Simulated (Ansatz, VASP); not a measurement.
**Cs: VASP beside Ansatz**

```xyz
1
Lattice="-3.1385 3.1385 3.1385 3.1385 -3.1385 3.1385 3.1385 3.1385 -3.1385" Properties=species:S:1:pos:R:3 pbc="T T T"
Cs    0.0000    0.0000    0.0000
```

Alike in both runs: task single point; functional revPBE; k mesh 12 × 12 × 12; occupations fermi-dirac, width 0.1 eV; no spin polarisation.

|  | VASP | Ansatz |
| --- | --- | --- |
| version | VASP 6.6.1 | Ansatz 0.2.0 |
| potentials or method | VASP PAW PBE potentials, release 64 (Cs_sv), cutoff 520 eV | plane waves (420 eV) with PAW, scalar-relativistic |
| valence electrons in the cell | 9 | 9 |

```tsv
	VASP	Ansatz	Ansatz less VASP
pressure (GPa)	0.1	0.1	+0.01
```

VASP's potentials were made for PBE, not for revPBE. The functional is the same, so the differences come from potentials, cutoffs and numerics.

Spin-orbit coupling is off throughout.
